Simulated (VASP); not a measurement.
Set up this calculation in VASP 6.6.1, as the native input.

- Task: single point
- Functional: LDA
- Potentials or basis: VASP PAW LDA potentials, release 64 (Co, Bi_d, O)
- Cutoff: 600 eV
- k mesh: 7 × 7 × 6
- Occupations: gaussian, width 0.15 eV
- Spin: collinear spin, ferromagnetic start
- Starting moments: [1.8, 0.0, 0.0, 0.0, 0.0] μB
- Hubbard terms: Co d U = 4.5 eV
- Dipole correction: no
- Further INCAR settings: ALGO = Normal; EDIFF = 1e-06; NBANDS = 33

The structure of CoBiO3 lies in POSCAR:

```
CoBiO3
1.0
    3.7244440000      0.0000000000      0.0000000000
    0.0000000000      3.7244440000      0.0000000000
    0.0000000000      0.0000000000      4.0208320000
Co Bi O
1 1 3
Direct
    0.5000000000      0.5000000000      0.6228070000
    0.0000000000      0.0000000000      0.0509550000
    0.5000000000      0.0000000000      0.6960850000
    0.0000000000      0.5000000000      0.6960850000
    0.5000000000      0.5000000000      0.1625720000
```

These files were run (other wordings do the same):

INCAR

```
ALGO = Normal
EDIFF = 1E-6
ENCUT = 600
GGA = CA
GGA_COMPAT = F
ISIF = 2
ISMEAR = 0
ISPIN = 2
LASPH = T
LCHARG = T
LDAU = T
LDAUJ = 0 0 0
LDAUL = 2 -1 -1
LDAUPRINT = 1
LDAUTYPE = 2
LDAUU = 4.5 0 0
LELF = T
LMAXMIX = 4
LORBIT = 11
LREAL = F
LVHAR = T
LWAVE = F
MAGMOM = 1.8 0 0 0 0
NBANDS = 33
NELM = 200
PREC = Accurate
SIGMA = 0.15
```

KPOINTS

```
k-points
0
Gamma
  7 7 6
```

Potentials or basis: VASP PAW LDA potentials, release 64 (Co, Bi_d, O).

Launch:

```bash
$ cat potpaw_LDA.64/Co/POTCAR potpaw_LDA.64/Bi_d/POTCAR potpaw_LDA.64/O/POTCAR > POTCAR
$ mpirun -np 1 vasp_std > vasp.out
```

It gave:

```json
{
  "Pressure": "4.8 GPa",
  "Largest force": "1.077 eV/Å",
  "Net moment": "3.66 μB per cell",
  "Site moments": "Co +3.00; Bi +0.00; O +0.14, +0.30 (each value once) μB",
  "Valence electrons inside the program's atomic spheres": "Co 8.29; Bi 12.52; O 5.01, 4.95 (each value once)"
}
```

Caveat: the cell stands under pressure; a cell with one magnetic atom can't hold antiferromagnetic order, which such compounds often take; forces of over 1 eV/Å act on the atoms, so gaps and moduli don't describe the material at rest.

Wall time 4.3 min on 1 thread of Intel(R) Xeon(R) Platinum 8488C (Sapphire Rapids) (shared host), peak memory 0.26 GiB.
